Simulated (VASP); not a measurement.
Set up this calculation in VASP 6.6.1, as the native input.

```
Task                   : single point
Functional             : PBE
Potentials or basis    : VASP PAW PBE potentials, release 64 (Zr_sv, Cd, C)
Cutoff                 : 520 eV
k mesh                 : 8 × 8 × 8
Occupations            : gaussian, width 0.1 eV
Spin                   : no spin polarisation
Dipole correction      : no
Further INCAR settings : ALGO = Normal; EDIFF = 1e-06; NBANDS = 34
```

The structure of Zr3CdC lies in POSCAR:

```
Zr3CdC
1.0
    4.5721039113      0.0000000000      0.0000000000
    0.0000000000      4.5721039113      0.0000000000
    0.0000000000      0.0000000000      4.5721039113
Zr Cd C
3 1 1
Direct
    0.0000000000      0.5000000000      0.5000000000
    0.5000000000      0.0000000000      0.5000000000
    0.5000000000      0.5000000000      0.0000000000
    0.0000000000      0.0000000000      0.0000000000
    0.5000000000      0.5000000000      0.5000000000
```

The input as run:

INCAR

```
ALGO = Normal
EDIFF = 1E-6
ENCUT = 520
GGA = PE
ISIF = 2
ISMEAR = 0
LASPH = T
LCHARG = F
LREAL = F
LWAVE = F
NBANDS = 34
NELM = 100
PREC = Accurate
SIGMA = 0.1
```

KPOINTS

```
k-points
0
Gamma
  8 8 8
```

Potentials or basis: VASP PAW PBE potentials, release 64 (Zr_sv, Cd, C).

Command:

```sh
$ cat potpaw_PBE.64/Zr_sv/POTCAR potpaw_PBE.64/Cd/POTCAR potpaw_PBE.64/C/POTCAR > POTCAR
$ mpirun -np 1 vasp_std > vasp.out
```

Results of the run:

```
Pressure               : 0.2 GPa
Band gap on the k mesh : zero (band 26 reaches 8.28 eV, above the bottom of band 27 at 6.50 eV)
```

Run time: 49 s on 1 thread of Intel(R) Xeon(R) 6975P-C (Granite Rapids), on a shared host, peak memory 0.25 GiB.
